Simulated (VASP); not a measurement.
# Pb (I4_1/amd) in VASP: single point with LDA

Aim: the single point of Pb with LDA.

All numbers are computed with VASP 6.6.1; they aren't measurements. Logs are shortened: lines on timing, memory, paths and dates and some standing lists are left out, and cuts for length are marked.

## Step 1: The cell of the first run

Symmetry: I4_1/amd, No. 141, tetragonal system. Conventional cell: a = 4.863 Å, b = 4.863 Å, c = 6.672 Å, α = 90.00°, β = 90.00°, γ = 90.00°. Pb (site symmetry -4m2) has 4 Pb at 2.95 Å within 3.9 Å.

## Step 2: Single point, LDA (zz strain of -3 %)

Contents of INCAR:

```
ALGO = Normal ; EDIFF = 1E-6
ENCUT = 520 ; GGA = CA
ISIF = 2 ; ISMEAR = -1
LASPH = True ; LCHARG = False
LREAL = False ; LWAVE = False
NBANDS = 21 ; NELM = 80
PREC = Accurate ; SIGMA = 0.05
```

Contents of KPOINTS:

```
k-points
0
Gamma
  8 8 8
```

Contents of POSCAR:

```
Pb
1.0
    0.0000000000      3.4390000555      3.3358300538
    3.4390000555      0.0000000000      3.3358300538
    3.4390000555      3.4390000555      0.0000000000
Pb
2
Direct
    0.0000000000      0.0000000000      0.0000000000
    0.2500000000      0.2500000000      0.2500000000
```

Potentials or basis: VASP PAW LDA potentials, release 64 (Pb_d).

Launch:

```bash
> cat potpaw_LDA.64/Pb_d/POTCAR > POTCAR
> mpirun -np 1 vasp_std > vasp.out
```

OUTCAR:

```text
EDIFF = 1E-6
   ENCUT = 520
   GGA = CA
   ISIF = 2
   ISMEAR = -1
   LASPH = True
   LREAL = False
   NELM = 80
   PREC = Accurate

 ion  position               nearest neighbor table
   1  0.000  0.000  0.000-   2 2.95   2 2.95   2 2.95   2 2.95
   2  0.250  0.250  0.250-   1 2.95   1 2.95   1 2.95   1 2.95

  LATTYP: Found a body centered tetragonal cell.
 ALAT       =     4.8634805195
 C/A-ratio  =     1.3717871555

  Lattice vectors:

 A1 = (   0.0000000000,  -3.4390000555,  -3.3358300538)
 A2 = (   0.0000000000,   3.4390000555,  -3.3358300538)
 A3 = (   3.4390000555,   0.0000000000,   3.3358300538)

Analysis of symmetry for initial positions (statically):
=====================================================================
 Subroutine PRICEL returns:
 Original cell was already a primitive cell.

 Routine SETGRP: Setting up the symmetry group for a
 body centered tetragonal supercell.

 Subroutine GETGRP returns: Found 16 space group operations
 (whereof  8 operations were pure point group operations)
 out of a pool of 16 trial point group operations.

The static configuration has the point symmetry D_2d.
 The point group associated with its full space group is D_4h.

Analysis of symmetry for dynamics (positions and initial velocities):
=====================================================================
 Subroutine PRICEL returns:
 Original cell was already a primitive cell.

 Routine SETGRP: Setting up the symmetry group for a
 body centered tetragonal supercell.

 Subroutine GETGRP returns: Found 16 space group operations
 (whereof  8 operations were pure point group operations)
 out of a pool of 16 trial point group operations.

The dynamic configuration has the point symmetry D_2d.
 The point group associated with its full space group is D_4h.

 Subroutine INISYM returns: Found 16 space group operations
 (whereof  8 operations are pure point group operations),
 and found     1 'primitive' translations

----------------------------------------------------------------------------------------

                                     Primitive cell

  volume of cell :      78.9039

  direct lattice vectors                    reciprocal lattice vectors
     0.000000000  3.439000056  3.335830054    -0.145391100  0.145391100  0.149887732
     3.439000056  0.000000000  3.335830054     0.145391100 -0.145391100  0.149887732
     3.439000056  3.439000056  0.000000000     0.145391100  0.145391100 -0.149887732

  length of vectors
     4.791083753  4.791083753  4.863480519     0.254447393  0.254447393  0.254447393

  position of ions in fractional coordinates (direct lattice)
     0.000000000  0.000000000  0.000000000
     0.250000000  0.250000000  0.250000000

  ion indices of the primitive-cell ions
   primitive index   ion index
                 1           1
                 2           2

----------------------------------------------------------------------------------------

 KPOINTS: k-points

Automatic generation of k-mesh.
 Grid dimensions read from file:
 generate k-points for:    8    8    8

 Generating k-lattice:

  Cartesian coordinates                     Fractional coordinates (reciprocal lattice)
    -0.018173887  0.018173887  0.018735966     0.125000000  0.000000000  0.000000000
     0.018173887 -0.018173887  0.018735966     0.000000000  0.125000000  0.000000000
     0.018173887  0.018173887 -0.018735966     0.000000000  0.000000000  0.125000000

  Length of vectors
     0.031805924  0.031805924  0.031805924

  Shift w.r.t. Gamma in fractional coordinates (k-lattice)
     0.000000000  0.000000000  0.000000000

 Subroutine IBZKPT returns following result:
 ===========================================

 Found     59 irreducible k-points:

 Following reciprocal coordinates:
            Coordinates               Weight
  0.000000  0.000000  0.000000      1.000000
  0.125000  0.000000  0.000000      8.000000
  0.250000  0.000000  0.000000      8.000000
  0.375000  0.000000  0.000000      8.000000
  0.500000  0.000000  0.000000      4.000000
  0.125000  0.125000  0.000000      2.000000
[... 16 lines left out ...]
  0.250000  0.000000  0.125000     16.000000
  0.375000  0.000000  0.125000     16.000000
 [... further k-points ...]
   k-points           NKPTS =     59   k-points in BZ     NKDIM =     59   number of bands    NBANDS=     21
   number of dos      NEDOS =    301   number of ions     NIONS =      2
   total plane-waves  NPLWV =  46656
   dimension x,y,z NGX =    36 NGY =   36 NGZ =   36
   dimension x,y,z NGXF=    72 NGYF=   72 NGZF=   72
   ions per type =               2
   NGX,Y,Z   is equivalent  to a cutoff of  12.49, 12.49, 12.31 a.u.
   NGXF,Y,Z  is equivalent  to a cutoff of  24.98, 24.98, 24.61 a.u.
 SYSTEM =  unknown system
   PREC   = accura    normal or accurate (medium, high low for compatibility)
   ISTART =      0    job   : 0-new  1-cont  2-samecut
   ICHARG =      2    charge: 1-file 2-atom 10-const
   ISPIN  =      1    spin polarized calculation?
   LNONCOLLINEAR =      F non collinear calculations
   LSORBIT =      F    spin-orbit coupling
   LASPH  =      T    aspherical Exc in radial PAW
   ENCUT  =  520.0 eV  38.22 Ry    6.18 a.u.   8.91  8.91  9.04*2*pi/ulx,y,z
   NELM   =     80;   NELMIN=  2; NELMDL= -5     # of ELM steps
   EDIFF  = 0.1E-05   stopping-criterion for ELM
   LREAL  =      F    real-space projection
   EDIFFG = 0.1E-04   stopping-criterion for IOM
   NSW    =      0    number of steps for IOM
   IBRION =     -1    ionic relax: 0-MD 1-quasi-New 2-CG
   NFREE  =      0    steps in history (QN), initial steepest desc. (CG)
   ISIF   =      2    stress and relaxation
   ISYM   =      2    0-nonsym 1-usesym 2-fastsym
   POTIM  = 0.5000    time-step for ionic-motion
   TEBEG  =    0.0;   TEEND  =   0.0 temperature during run
   PSTRESS=    0.0 pullay stress
   NELECT =      28.0000    total number of electrons
   NUPDOWN=      -1.0000    fix difference up-down
   EMIN   =  10.00;   EMAX   =-10.00  energy-range for DOS
   EFERMI =   0.00;   METHOD = LEGACY
   ISMEAR =    -1;   SIGMA  =   0.05  broadening in eV -4-tet -1-fermi 0-gaus
   EFERMI_NEDOS =   21; number of points for ismear=-14 and -15
   IALGO  =     38    algorithm
   IMIX   =      4    mixing-type and parameters
     AMIX     =   0.40;   BMIX     =  1.00
     AMIX_MAG =   1.60;   BMIX_MAG =  1.00
  volume/ion in A,a.u.               =      39.45       266.23
  Fermi-wavevector in a.u.,A,eV,Ry     =   1.159030  2.190249 18.277400  1.343351
  Thomas-Fermi vector in A             =   2.295627
   LORBIT       =      0    0 simple, 1 ext, 2 COOP (PROOUT), +10 PAW based schemes
   GGA     = CA    functional components
   LHFCALC =     F    Hartree Fock is set to
   AEXX    =    0.0000 exact exchange contribution
   IVDW    =     0    specifies the selected vdW correction
   LEPSILON=     F    determine dielectric tensor
   LRPA    =     F    only Hartree local field effects (RPA)
 non-spin polarized calculation
  energy-cutoff  :      520.00
  volume of cell :       78.90
 maximum number of plane-waves:      2146
   NGX = 17   NGY = 17   NGZ = 19

 number of electron      28.0000009 magnetization

 Free energy of the ion-electron system (eV)
  ---------------------------------------------------
  ext. energy  EPLUGINS =         0.00000000
  ---------------------------------------------------
  free energy    TOTEN  =        -7.89108468 eV

  energy without entropy =       -7.88749010  energy(sigma->0) =       -7.88928739

 E-fermi :   4.3676     XC(G=0):  -8.8940

 val. band max:        4.3145953364   @ k =  -0.1250   0.1250   0.0000
 cond. band min:       4.4022701362   @ k =   0.1250   0.0000   0.0000
 fundamental gap:      0.0876747998
 Fermi energy:         4.3676394474

 k-point     1 :       0.0000    0.0000    0.0000
  band No.  band energies     occupation
      1     -12.8989      2.00000
      2     -12.8782      2.00000
      3     -12.8782      2.00000
      4     -12.8056      2.00000
      5     -12.7943      2.00000
      6     -12.3429      2.00000
[... 13 lines left out ...]
     20      12.1492      0.00000
     21      12.1492      0.00000

 k-point     2 :       0.1250    0.0000    0.0000
  band No.  band energies     occupation
      1     -12.9102      2.00000
      2     -12.8951      2.00000
      3     -12.8799      2.00000
      4     -12.7805      2.00000
      5     -12.7713      2.00000
      6     -12.3668      2.00000
[... 13 lines left out ...]
     20      11.5490      0.00000
     21      11.6343      0.00000

 k-point     3 :       0.2500    0.0000    0.0000
  band No.  band energies     occupation
      1     -12.9313      2.00000
      2     -12.9153      2.00000
      3     -12.8726      2.00000
      4     -12.7422      2.00000
      5     -12.7349      2.00000
      6     -12.4001      2.00000
[... 13 lines left out ...]
     20      11.4473      0.00000
     21      11.5606      0.00000

 k-point     4 :       0.3750    0.0000    0.0000
  band No.  band energies     occupation
      1     -12.9439      2.00000
      2     -12.9246      2.00000
      3     -12.8634      2.00000
      4     -12.7181      2.00000
      5     -12.7122      2.00000
      6     -12.4206      2.00000
[... 13 lines left out ...]
     20      12.0966      0.00000
     21      12.1599      0.00000

 k-point     5 :       0.5000    0.0000    0.0000
  band No.  band energies     occupation
      1     -12.9475      2.00000
      2     -12.9267      2.00000
      3     -12.8593      2.00000
      4     -12.7114      2.00000
      5     -12.7059      2.00000
      6     -12.4273      2.00000
[... 13 lines left out ...]
     20      12.2885      0.00000
     21      12.7923      0.00000

 k-point     6 :       0.1250    0.1250    0.0000
  band No.  band energies     occupation
      1     -12.9064      2.00000
      2     -12.8892      2.00000
      3     -12.8892      2.00000
      4     -12.7859      2.00000
      5     -12.7538      2.00000
      6     -12.4016      2.00000
[... 13 lines left out ...]
     20      10.8548      0.00000
     21      12.5557      0.00000

 k-point     7 :       0.2500    0.1250    0.0000
  band No.  band energies     occupation
      1     -12.9284      2.00000
      2     -12.9055      2.00000
      3     -12.8775      2.00000
      4     -12.7545      2.00000
      5     -12.7138      2.00000
      6     -12.4489      2.00000
[... 13 lines left out ...]
     20      10.8999      0.00000
     21      12.2974      0.00000
[... 291 lines left out ...]
      1     -12.9897      2.00000
      2     -12.9475      2.00000
      3     -12.7644      2.00000
      4     -12.6330      2.00000
      5     -12.5749      2.00000
      6     -12.5736      2.00000
[... 13 lines left out ...]
     20      12.5181      0.00000
     21      14.5966      0.00000

 k-point    21 :       0.5000    0.5000    0.0000
  band No.  band energies     occupation
      1     -12.9447      2.00000
      2     -12.9447      2.00000
      3     -12.7671      2.00000
      4     -12.7671      2.00000
      5     -12.5478      2.00000
      6     -12.5478      2.00000
[... 13 lines left out ...]
     20      12.6966      0.00000
     21      14.6144      0.00000

 k-point    22 :       0.1250    0.0000    0.1250
  band No.  band energies     occupation
      1     -12.9110      2.00000
      2     -12.8986      2.00000
      3     -12.8916      2.00000
      4     -12.7797      2.00000
      5     -12.7482      2.00000
      6     -12.4221      2.00000
[... 13 lines left out ...]
     20      10.5516      0.00000
     21      12.5196      0.00000

 k-point    23 :       0.2500    0.0000    0.1250
  band No.  band energies     occupation
      1     -12.9342      2.00000
      2     -12.9153      2.00000
      3     -12.8839      2.00000
      4     -12.7493      2.00000
      5     -12.7046      2.00000
      6     -12.4710      2.00000
[... 13 lines left out ...]
     20      10.8442      0.00000
     21      12.3335      0.00000

 k-point    24 :       0.3750    0.0000    0.1250
  band No.  band energies     occupation
      1     -12.9552      2.00000
      2     -12.9328      2.00000
      3     -12.8576      2.00000
      4     -12.7163      2.00000
      5     -12.6772      2.00000
      6     -12.4935      2.00000
[... 13 lines left out ...]
     20      11.8386      0.00000
     21      12.6852      0.00000

 [... further k-points ...]
[... 5 lines left out ...]
  --------------------------------------------------------------------------------------
  -------------------------------------------------------------------------------------
  Total        0.0528636      0.0528636      0.2336489      0.0000000      0.0000000      0.0000000
  in kB        1.0734194      1.0734194      4.7443421      0.0000000      0.0000000      0.0000000
  external PRESSURE =       2.2970603 kB  Pullay stress =       0.0000000 kB

 VOLUME and BASIS-vectors are now :
 -----------------------------------------------------------------------------
  energy-cutoff  :      520.00
  volume of cell :       78.90
      direct lattice vectors                 reciprocal lattice vectors
     0.000000000  3.439000056  3.335830054    -0.145391100  0.145391100  0.149887732
     3.439000056  0.000000000  3.335830054     0.145391100 -0.145391100  0.149887732
     3.439000056  3.439000056  0.000000000     0.145391100  0.145391100 -0.149887732

 POSITION                                       TOTAL-FORCE (eV/Angst)
 -----------------------------------------------------------------------------------
      0.00000      0.00000      0.00000        -0.000000      0.000000      0.000000
      1.71950      1.71950      1.66792         0.000000     -0.000000      0.000000
 -----------------------------------------------------------------------------------
    total drift:                                0.000000      0.000000      0.000000

  FREE ENERGIE OF THE ION-ELECTRON SYSTEM (eV)
  ---------------------------------------------------
  free  energy   TOTEN  =        -7.8910846814 eV

  energy  without entropy=       -7.8874900951  energy(sigma->0) =       -7.88928739
```

It took 30 s on 1 thread of Intel Xeon 6975P-C (Granite Rapids), shared host; peak memory 0.21 GiB.

What came out:

```
Free energy            : -7.8911 eV
Pressure               : 0.2 GPa
Band gap on the k mesh : zero (band 14 reaches 4.68 eV, above the bottom of band 15 at 3.64 eV)
```

Stress tensor (GPa, compression positive):
```
0.11 0.00 0.00
0.00 0.11 0.00
0.00 0.00 0.47
```

Levels at points of the mesh, in eV from the Fermi level:
```
           k point  band 12  band 13  band 14  band 15  band 16  band 17
(0.00, 0.00, 0.00)    -3.83     0.32     0.32     0.51     2.30     2.43
(0.50, 0.00, 0.00)    -7.20    -1.02    -0.92    -0.72     3.47     3.57
(0.50, 0.50, 0.00)    -8.56    -2.20    -2.20     0.69     0.69     7.34
(0.50, 0.00, 0.50)    -8.63    -2.05    -2.05     0.83     0.83     7.24
```

Caveat: the cell differs from its parent crystal (zz strain of -3 %); spin-orbit coupling is left out, which moves the levels of the heavy elements.
